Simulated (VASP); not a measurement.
# Be (P6/mmm) in VASP: a series of runs

The runs below take Be through single point, with PBE.

All numbers are computed with VASP 6.6.1; they aren't measurements. Logs are shortened: lines on timing, memory, paths and dates and some standing lists are left out, and cuts for length are marked.

### 1 The cell of the first run

It takes space group P6/mmm (No. 191, hexagonal). The conventional cell has a = 3.481 Å, b = 3.481 Å, c = 2.121 Å, α = 90.00°, β = 90.00°, γ = 120.00°. Within 2.8 Å of Be (site symmetry 6/mmm) lie 14 Be at 2.12 to 2.27 Å. Be (site symmetry -6m2) has 11 Be at 2.01 to 2.27 Å within 2.7 Å.

### 2 Single point, PBE (volume scaled by 0.92)

INCAR reads:

```
SYSTEM = Be
ALGO = Normal ; EDIFF = 1E-7
ENCUT = 520 ; GGA = PE
ISIF = 2 ; ISMEAR = -1
LASPH = .TRUE. ; LCHARG = .FALSE.
LREAL = .FALSE. ; LWAVE = .FALSE.
NBANDS = 10 ; NELM = 100
PREC = Accurate ; SIGMA = 0.08
```

KPOINTS reads:

```
k-points
0
G
  10 10 14
  0 0 0
```

POSCAR reads:

```
Be
1.0
    3.4812184755      0.0000000000      0.0000000000
   -1.7406092378      3.0148236358      0.0000000000
    0.0000000000      0.0000000000      2.1211083931
Be
3
Direct
    0.0000000000      0.0000000000      0.0000000000
    0.3333333333      0.6666666667      0.5000000000
    0.6666666667      0.3333333333      0.5000000000
```

Potentials or basis: VASP PAW PBE potentials, release 64 (Be).

Command:

```console
$ cat potpaw_PBE.64/Be/POTCAR > POTCAR
$ mpirun -np 1 vasp_std > vasp.out
```

OUTCAR:

```text
SYSTEM = Be
   EDIFF = 1E-7
   ENCUT = 520
   GGA = PE
   ISIF = 2
   ISMEAR = -1
   LASPH = .TRUE.
   LREAL = .FALSE.
   NELM = 100
   PREC = Accurate

 ion  position               nearest neighbor table
   1  0.000  0.000  0.000-   2 2.27   3 2.27   2 2.27   3 2.27   2 2.27   2 2.27   3 2.27   3 2.27
                             3 2.27   3 2.27   2 2.27   2 2.27
   2  0.333  0.667  0.500-   3 2.01   3 2.01   3 2.01   1 2.27   1 2.27   1 2.27   1 2.27   1 2.27
                             1 2.27
   3  0.667  0.333  0.500-   2 2.01   2 2.01   2 2.01   1 2.27   1 2.27   1 2.27   1 2.27   1 2.27
                             1 2.27

  LATTYP: Found a hexagonal cell.
 ALAT       =     3.4812184755
 C/A-ratio  =     0.6093005676

  Lattice vectors:

 A1 = (   3.4812184755,   0.0000000000,   0.0000000000)
 A2 = (  -1.7406092378,   3.0148236358,   0.0000000000)
 A3 = (   0.0000000000,   0.0000000000,   2.1211083931)

Analysis of symmetry for initial positions (statically):
=====================================================================
 Subroutine PRICEL returns:
 Original cell was already a primitive cell.

 Routine SETGRP: Setting up the symmetry group for a
 hexagonal supercell.

 Subroutine GETGRP returns: Found 24 space group operations
 (whereof 24 operations were pure point group operations)
 out of a pool of 24 trial point group operations.

The static configuration has the point symmetry D_6h.

Analysis of symmetry for dynamics (positions and initial velocities):
=====================================================================
 Subroutine PRICEL returns:
 Original cell was already a primitive cell.

 Routine SETGRP: Setting up the symmetry group for a
 hexagonal supercell.

 Subroutine GETGRP returns: Found 24 space group operations
 (whereof 24 operations were pure point group operations)
 out of a pool of 24 trial point group operations.

The dynamic configuration has the point symmetry D_6h.

 Subroutine INISYM returns: Found 24 space group operations
 (whereof 24 operations are pure point group operations),
 and found     1 'primitive' translations

----------------------------------------------------------------------------------------

                                     Primitive cell

  volume of cell :      22.2616

  direct lattice vectors                    reciprocal lattice vectors
     3.481218475  0.000000000  0.000000000     0.287255743  0.165847181  0.000000000
    -1.740609238  3.014823636  0.000000000     0.000000000  0.331694361  0.000000000
     0.000000000  0.000000000  2.121108393     0.000000000  0.000000000  0.471451626

[... 90 lines left out ...]
   NFREE  =      0    steps in history (QN), initial steepest desc. (CG)
   ISIF   =      2    stress and relaxation
   ISYM   =      2    0-nonsym 1-usesym 2-fastsym
   POTIM  = 0.5000    time-step for ionic-motion
   TEBEG  =    0.0;   TEEND  =   0.0 temperature during run
   PSTRESS=    0.0 pullay stress
   NELECT =       6.0000    total number of electrons
   NUPDOWN=      -1.0000    fix difference up-down
   EMIN   =  10.00;   EMAX   =-10.00  energy-range for DOS
   EFERMI =   0.00;   METHOD = LEGACY
   ISMEAR =    -1;   SIGMA  =   0.08  broadening in eV -4-tet -1-fermi 0-gaus
   EFERMI_NEDOS =   21; number of points for ismear=-14 and -15
   IALGO  =     38    algorithm
   IMIX   =      4    mixing-type and parameters
     AMIX     =   0.40;   BMIX     =  1.00
     AMIX_MAG =   1.60;   BMIX_MAG =  1.00
  volume/ion in A,a.u.               =       7.42        50.08
  Fermi-wavevector in a.u.,A,eV,Ry     =   1.057483  1.998352 15.214980  1.118269
  Thomas-Fermi vector in A             =   2.192757
   LORBIT       =      0    0 simple, 1 ext, 2 COOP (PROOUT), +10 PAW based schemes
   GGA     = PE    functional components
   LHFCALC =     F    Hartree Fock is set to
   AEXX    =    0.0000 exact exchange contribution
   IVDW    =     0    specifies the selected vdW correction
   LEPSILON=     F    determine dielectric tensor
   LRPA    =     F    only Hartree local field effects (RPA)
 non-spin polarized calculation
  energy-cutoff  :      520.00
  volume of cell :       22.26
 maximum number of plane-waves:       620
 NGX is ok and might be reduce to    28
   NGX = 13   NGY = 13   NGZ =  7

 number of electron       6.0000000 magnetization

 Free energy of the ion-electron system (eV)
  ---------------------------------------------------
  ext. energy  EPLUGINS =         0.00000000
  ---------------------------------------------------
  free energy    TOTEN  =       -10.67829899 eV

  energy without entropy =      -10.66887056  energy(sigma->0) =      -10.67358478

 E-fermi :   8.2960     XC(G=0): -10.8198

 val. band max:        8.2691243989   @ k =   0.4000   0.0000   0.5000
 cond. band min:       8.3222767655   @ k =   0.2000   0.0000   0.3571
 fundamental gap:      0.0531523666
 Fermi energy:         8.2960068804

 k-point     1 :       0.0000    0.0000    0.0000
  band No.  band energies     occupation
      1      -4.1438      2.00000
      2       6.8178      2.00000
      3       6.8178      2.00000
      4       7.0436      2.00000
      5       7.0436      2.00000
      6      14.1856      0.00000
      7      14.4638      0.00000
      8      19.7827      0.00000
      9      28.8081      0.00000
     10      28.8189      0.00000
[... 287 lines left out ...]
 k-point    24 :       0.4000    0.1000    0.0714
  band No.  band energies     occupation
      1      -1.5212      2.00000
      2      -0.3338      2.00000
      3       2.6102      2.00000
      4       9.7277      0.00000
      5      16.3419      0.00000
      6      18.9492      0.00000
      7      20.0152      0.00000
      8      21.2692      0.00000
      9      21.7016      0.00000
     10      22.6058      0.00000

 [... further k-points ...]
[... 5 lines left out ...]
  --------------------------------------------------------------------------------------
  -------------------------------------------------------------------------------------
  Total        1.5410263      1.5410263      1.5337174     -0.0000000      0.0000000      0.0000000
  in kB      110.9084371    110.9084371    110.3824104     -0.0000000      0.0000000      0.0000000
  external PRESSURE =     110.7330949 kB  Pullay stress =       0.0000000 kB

 VOLUME and BASIS-vectors are now :
 -----------------------------------------------------------------------------
  energy-cutoff  :      520.00
  volume of cell :       22.26
      direct lattice vectors                 reciprocal lattice vectors
     3.481218475  0.000000000  0.000000000     0.287255743  0.165847181  0.000000000
    -1.740609238  3.014823636  0.000000000     0.000000000  0.331694361  0.000000000
     0.000000000  0.000000000  2.121108393     0.000000000  0.000000000  0.471451626

 POSITION                                       TOTAL-FORCE (eV/Angst)
 -----------------------------------------------------------------------------------
      0.00000      0.00000      0.00000         0.000000      0.000000      0.000000
     -0.00000      2.00988      1.06055         0.000000      0.000000      0.000000
      1.74061      1.00494      1.06055        -0.000000      0.000000      0.000000
 -----------------------------------------------------------------------------------
    total drift:                                0.000000     -0.000000     -0.000000

  FREE ENERGIE OF THE ION-ELECTRON SYSTEM (eV)
  ---------------------------------------------------
  free  energy   TOTEN  =       -10.6782989924 eV

  energy  without entropy=      -10.6688705588  energy(sigma->0) =      -10.67358478
```

OSZICAR:

```text
N       E                     dE             d eps       ncg     rms          rms(c)
DAV:   1     0.545365817012E+00    0.54537E+00   -0.28445E+03  2240   0.509E+02
DAV:   2    -0.105969917125E+02   -0.11142E+02   -0.10842E+02  3270   0.894E+01
DAV:   3    -0.107878765037E+02   -0.19088E+00   -0.19013E+00  2952   0.812E+00
DAV:   4    -0.107882925021E+02   -0.41600E-03   -0.41594E-03  3002   0.395E-01
DAV:   5    -0.107882931180E+02   -0.61592E-06   -0.61533E-06  2744   0.134E-02    0.146E+00
DAV:   6    -0.107079547555E+02    0.80338E-01   -0.12618E-02  2662   0.126E+00    0.898E-01
DAV:   7    -0.106783295037E+02    0.29625E-01   -0.10831E-02  2506   0.120E+00    0.843E-02
DAV:   8    -0.106783005690E+02    0.28935E-04   -0.75066E-05  3074   0.607E-02    0.173E-02
DAV:   9    -0.106783011103E+02   -0.54135E-06   -0.14551E-05  2964   0.232E-02    0.739E-03
DAV:  10    -0.106782989776E+02    0.21327E-05   -0.36629E-06  2882   0.902E-03    0.610E-04
DAV:  11    -0.106782989924E+02   -0.14807E-07   -0.66020E-08  1820   0.176E-03
   1 F= -.10678299E+02 E0= -.10673585E+02  d E =-.942843E-02
```

Wall time 26 s (1 thread of AMD EPYC 7R13, shared host); peak memory 0.11 GiB.

What came out:

```
Free energy            : -10.6783 eV
Pressure               : 11.1 GPa
Band gap on the k mesh : zero (band 3 reaches 12.24 eV, above the bottom of band 4 at 7.04 eV)
```

Caveat: the cell differs from its parent crystal (volume scaled by 0.92).

### 3 Single point, PBE (volume scaled by 0.92)

INCAR reads:

```
  ALGO = Normal
  EDIFF = 1E-7
  ENCUT = 520
  GGA = PE
  ISIF = 2
  ISMEAR = -1
  LASPH = T
  LCHARG = F
  LREAL = F
  LWAVE = F
  NBANDS = 10
  NELM = 80
  PREC = Accurate
  SIGMA = 0.08
```

KPOINTS reads:

```
k-points
0
Gamma
  10 10 14
```

POSCAR is that of step 2.

Potentials or basis: VASP PAW PBE potentials, release 64 (Be).

Command:

```console
$ cat potpaw_PBE.64/Be/POTCAR > POTCAR
$ mpirun -np 1 vasp_std > vasp.out
```

It took 36 s on 1 thread of AMD EPYC 7R13, shared host; peak memory 0.11 GiB.

Results (log left out):

- Free energy: -10.6783 eV
- Pressure: 11.1 GPa
- Band gap on the k mesh: zero (band 3 reaches 12.24 eV, above the bottom of band 4 at 7.04 eV)

Levels at points of the mesh, in eV from the Fermi level:
| k point | band 1 | band 2 | band 3 | band 4 | band 5 | band 6 | band 7 |
| --- | --- | --- | --- | --- | --- | --- | --- |
| (0.00, 0.00, 0.00) | -12.44 | -1.48 | -1.48 | -1.25 | -1.25 | 5.89 | 6.17 |
| (0.50, 0.00, 0.00) | -9.50 | -9.43 | -5.38 | 0.67 | 10.07 | 10.47 | 11.92 |
| (0.00, 0.00, 0.50) | -6.89 | -5.87 | 3.94 | 3.94 | 4.42 | 6.21 | 6.21 |
| (0.50, 0.00, 0.50) | -4.74 | -4.72 | -1.96 | -0.38 | 1.39 | 3.93 | 6.14 |

Caveat: the cell differs from its parent crystal (volume scaled by 0.92).

### 4 Single point, PBE

This run uses another cell than the first one, of 8.07 Å³/atom, 1.087 times its volume.

INCAR reads:

```
  ALGO = Normal
  EDIFF = 1E-7
  ENCUT = 520
  GGA = PE
  ISIF = 2
  ISMEAR = -1
  LASPH = True
  LCHARG = False
  LREAL = False
  LWAVE = False
  NBANDS = 10
  NELM = 80
  PREC = Accurate
  SIGMA = 0.08
```

KPOINTS is that of step 3.

POSCAR reads:

```
Be
1.0
    3.5704024111      0.0000000000      0.0000000000
   -1.7852012055      3.0920591897      0.0000000000
    0.0000000000      0.0000000000      2.1918117983
Be
3
Direct
    0.0000000000      0.0000000000      0.0000000000
    0.3333333333      0.6666666667      0.5000000000
    0.6666666667      0.3333333333      0.5000000000
```

Command:

```console
$ cat potpaw_PBE.64/Be/POTCAR > POTCAR
$ mpirun -np 1 vasp_std > vasp.out
```

Run time: 28 s. Hardware: 1 thread of AMD EPYC 7R13, shared host; peak memory 0.11 GiB.

It converged, with:

```
Free energy            : -10.7422 eV
Pressure               : 0.1 GPa
Band gap on the k mesh : zero (band 3 reaches 11.23 eV, above the bottom of band 4 at 6.47 eV)
```

Levels at points of the mesh, in eV from the Fermi level:
```
           k point  band 1  band 2  band 3  band 4  band 5  band 6  band 7  band 8
(0.00, 0.00, 0.00)  -11.87   -1.23   -1.23   -1.02   -1.02    5.42    5.65   10.60
(0.50, 0.00, 0.00)   -9.00   -8.94   -4.93    0.55    9.66   10.09   11.25   11.57
(0.00, 0.00, 0.50)   -6.47   -5.65    3.74    3.74    4.31    5.91    5.91    7.04
(0.50, 0.00, 0.50)   -4.44   -4.36   -1.81   -0.56    1.34    3.80    5.67    6.51
```

### 5 Single point, PBE

This run uses another cell than the first one, of 8.07 Å³/atom, 1.087 times its volume.

INCAR reads:

```
PREC = Accurate
ENCUT = 520
EDIFF = 1E-7
ISMEAR = -1
SIGMA = 0.08
LREAL = False
LASPH = True
NELM = 60
ALGO = Normal
ISIF = 2
LWAVE = False
LCHARG = False
GGA = PE
NBANDS = 10
```

KPOINTS reads:

```
regular mesh
0
Gamma
  10 10 14
```

Changes to POSCAR since step 4:

```diff
@@ -4,3 +4,3 @@
    -1.7852012055      3.0920591897      0.0000000000
-    0.0000000000      0.0000000000      2.1918117983
+    0.0000000000      0.0000000000      2.1918117984
 Be
```

Command:

```console
$ cat potpaw_PBE.64/Be/POTCAR > POTCAR
$ mpirun -np 1 vasp_std > vasp.out
```

It took 28 s on 1 thread of AMD EPYC 7R13, shared host; peak memory 0.11 GiB.

Results (log left out):

```
Free energy            : -10.7422 eV
Pressure               : 0.1 GPa
Band gap on the k mesh : zero (band 3 reaches 11.23 eV, above the bottom of band 4 at 6.47 eV)
```

Levels at points of the mesh, in eV from the Fermi level:
```
           k point  band 1  band 2  band 3  band 4  band 5  band 6  band 7  band 8
(0.00, 0.00, 0.00)  -11.87   -1.23   -1.23   -1.02   -1.02    5.42    5.65   10.60
(0.50, 0.00, 0.00)   -9.00   -8.94   -4.93    0.55    9.66   10.09   11.25   11.57
(0.00, 0.00, 0.50)   -6.47   -5.65    3.74    3.74    4.31    5.91    5.91    7.04
(0.50, 0.00, 0.50)   -4.44   -4.36   -1.81   -0.56    1.34    3.80    5.67    6.51
```
